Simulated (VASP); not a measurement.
BeCu2SnS4: single point with r2SCAN

BeCu2SnS4:

```
Cu Be Sn S
1.0
    -2.65315    2.65315    5.21759
     2.65315   -2.65315    5.21759
     2.65315    2.65315   -5.21759
Cu Be Sn S
2 1 1 4
Cartesian
  0.0000 0.0000 0.0000
  0.0000 2.6531 2.6088
  2.6531 0.0000 2.6088
  0.0000 0.0000 5.2176
  4.1188 1.3427 -1.4277
  1.3427 1.1875 1.4277
  -1.4657 1.3104 3.7899
  1.3104 1.4657 6.6453
```

| Quantity | Value |
| --- | --- |
| Program | VASP 6.6.1 |
| Task | single point |
| Functional | r2SCAN |
| Potentials or basis | VASP PAW PBE potentials, release 64 (Cu, Be, Sn_d, S) |
| Cutoff | 520 eV |
| k mesh | 6 × 6 × 6 |
| Occupations | gaussian, width 0.01 eV |
| Spin | no spin polarisation |

```
Pressure               : 0.0 GPa
Largest force          : 0.023 eV/Å
Band gap on the k mesh : 0.92 eV
```

Forces in eV/Å, atoms in the order of the input:
```
Cu   0.000  0.000  0.000
Cu   0.000  0.000  0.000
Be   0.000  0.000  0.000
Sn   0.000  0.000  0.000
S   -0.017  0.005  0.015
S    0.005  0.017 -0.015
S    0.017 -0.005  0.015
S   -0.005 -0.017 -0.015
```

Levels at points of the mesh, in eV from the valence-band top:
```csv
k point,band 28,band 29,band 30,band 31,band 32,band 33,band 34,band 35
"(0.00, 0.00, 0.00)",-1.42,-0.08,-0.08,0.00,0.92,2.29,3.60,4.04
"(0.50, 0.00, 0.00)",-1.12,-1.06,-0.99,-0.37,1.89,3.40,3.79,4.59
"(0.50, 0.50, 0.00)",-0.77,-0.60,-0.53,-0.32,1.06,3.37,3.83,4.24
"(0.50, 0.50, 0.50)",-0.97,-0.96,-0.83,-0.83,1.46,2.29,2.29,2.87
```

It took 38 min on 1 thread of Oxide Virtual Turin-like Processor, with other jobs on the host, peak memory 0.47 GiB.

Caveat: the PAW data sets were made with another functional, which shifts forces and pressure a little; spin-orbit coupling is left out, which moves the levels of the heavy elements. A k mesh can miss the band edges.
